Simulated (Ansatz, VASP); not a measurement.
# PbS: VASP beside Ansatz

INCAR

```
ALGO = Normal
EDIFF = 1E-6
ENCUT = 520
GGA = PE
ISIF = 2
ISMEAR = 0
LASPH = T
LCHARG = T
LELF = T
LREAL = F
LVHAR = T
LWAVE = F
NBANDS = 50
NELM = 60
PREC = Accurate
SIGMA = 0.1
```

The input KPOINTS:

```
k-points
0
Gamma
  4 2 2
```

File POSCAR:

```
PbS
1.0
    0.0000000000      4.2480534138      0.0000000000
    0.0000000000      0.0000000000      6.0090997648
    8.4961068276      0.0000000000      0.0000000000
Pb S
4 4
Direct
    0.0000000000      0.7488913845      0.2500000000
    0.0000000000      0.7488913845      0.7500000000
    0.5000000000      0.2511086155      0.0000000000
    0.5000000000      0.2511086155      0.5000000000
    0.0000000000      0.2514106328      0.2500000000
    0.0000000000      0.2514106328      0.7500000000
    0.5000000000      0.7485893672      0.0000000000
    0.5000000000      0.7485893672      0.5000000000
```

Input for Ansatz:

```yaml
crystal:
  lattice:
    - [0.0, 4.2480534138, 0.0]
    - [0.0, 0.0, 6.0090997648]
    - [8.4961068276, 0.0, 0.0]
  atoms:
    - { symbol: Pb, position: [0.0, 0.7488913845, 0.25] }
    - { symbol: Pb, position: [0.0, 0.7488913845, 0.75] }
    - { symbol: Pb, position: [0.5, 0.2511086155, 0.0] }
    - { symbol: Pb, position: [0.5, 0.2511086155, 0.5] }
    - { symbol: S, position: [0.0, 0.2514106328, 0.25] }
    - { symbol: S, position: [0.0, 0.2514106328, 0.75] }
    - { symbol: S, position: [0.5, 0.7485893672, 0.0] }
    - { symbol: S, position: [0.5, 0.7485893672, 0.5] }
basis:
  ecutwfc: 420
kpoints:
  mp_grid: { grid: [4, 2, 2] }
hamiltonian:
  xc: pbe
scf:
  occupations: { method: gaussian, width: 0.1 }
  lower_state_search: "off"
output:
  forces: true
  stress: true
  eigenvalues: true
```

Alike in both runs: task single point; functional PBE; k mesh 4 × 2 × 2; occupations gaussian, width 0.1 eV; no spin polarisation.

|  | VASP | Ansatz |
| --- | --- | --- |
| version | VASP 6.6.1 | Ansatz 0.2.0 |
| potentials or method | VASP PAW PBE potentials, release 64 (Pb_d, S), cutoff 520 eV | scalar-relativistic, plane waves, PAW |
| valence electrons in the cell | 80 | 80 |

|  | VASP | Ansatz | Ansatz less VASP |
| --- | --- | --- | --- |
| gap on the k mesh at the Fermi level (eV) | 0.48 | 0.47 | -0.006 |
| least direct gap on the mesh (eV) | 0.48 | 0.47 | -0.006 |
| pressure (GPa) | 1.0 | 1.0 | +0.07 |
| traceless stress, the component that is largest in VASP (GPa) | 3.37 | 3.38 | +0.003 |
| rms of the force components (eV/Å) | 0.008 | 0.008 | +0.0002 |

Atom by atom the forces differ by 0.000 eV/Å (rms over components). The functional is the same, so the differences come from potentials, cutoffs and numerics.

The k mesh is coarse, so the values compare programs but aren't converged. Neither program's run includes spin-orbit coupling.
